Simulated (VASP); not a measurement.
Input of a VASP 6.6.1 run:

Contents of INCAR:

```
  PREC = Accurate
  ENCUT = 520
  EDIFF = 1E-6
  ISMEAR = -1
  SIGMA = 0.02
  LREAL = F
  LASPH = T
  NELM = 100
  ALGO = Normal
  ISIF = 2
  LWAVE = F
  LCHARG = F
  GGA = PE
  NBANDS = 11
```

Contents of KPOINTS:

```
regular mesh
0
Gamma
  12 12 12
```

Contents of POSCAR:

```
BN
1.0
    0.0000000000      1.8589702290      1.8589702290
    1.8589702290      0.0000000000      1.8589702290
    1.8589702290      1.8589702290      0.0000000000
B N
1 1
Direct
    0.0000000000      0.0000000000      0.0000000000
    0.2500000000      0.2500000000      0.2500000000
```

Potentials or basis: VASP PAW PBE potentials, release 64 (B, N).

The run is started by

```console
$ cat potpaw_PBE.64/B/POTCAR potpaw_PBE.64/N/POTCAR > POTCAR
$ mpirun -np 1 vasp_std > vasp.out
```

Task: Estimate the band gap on the k mesh.

Result: 4.37 eV, indirect (least direct gap 8.42 eV).

Task: What does it give for the pressure?

Result: -24.5 GPa.

Caveat: the cell differs from its parent crystal (strain +3.0%). A k mesh can miss the band edges.
